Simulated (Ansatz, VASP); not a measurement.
RbBr: VASP beside Ansatz

```
CELL_PARAMETERS angstrom
0.03461 3.49543 3.49543
3.49543 0.03461 3.49543
3.49543 3.49543 0.03461
ATOMIC_POSITIONS crystal
Rb 0.00000 0.00000 0.00000
Br 0.50000 0.50000 0.50000
```

Change from the starting cell: shear_111 strain +1.5%.

Alike in both runs: task single point; functional HSE06; k mesh 4 × 4 × 4; no spin polarisation.

|  | VASP | Ansatz |
| --- | --- | --- |
| version | VASP 6.6.1 | Ansatz 0.2.0 |
| potentials or method | VASP PAW PBE potentials, release 64 (Rb_sv, Br) | plane waves, PAW |
| plane-wave cutoff (eV) | 520 | 420 |
| occupations | gaussian, width 0.01 eV | fixed |
| valence electrons in the cell | 16 | 16 |

|  | VASP | Ansatz | Ansatz less VASP |
| --- | --- | --- | --- |
| gap on the k mesh at the Fermi level (eV) | 5.39 | 5.39 | +0.001 |
| pressure (GPa) | 0.1 | 0.1 | 0.00 |

Ansatz's warnings: stress exchange threshold loose, stress scf threshold loose.
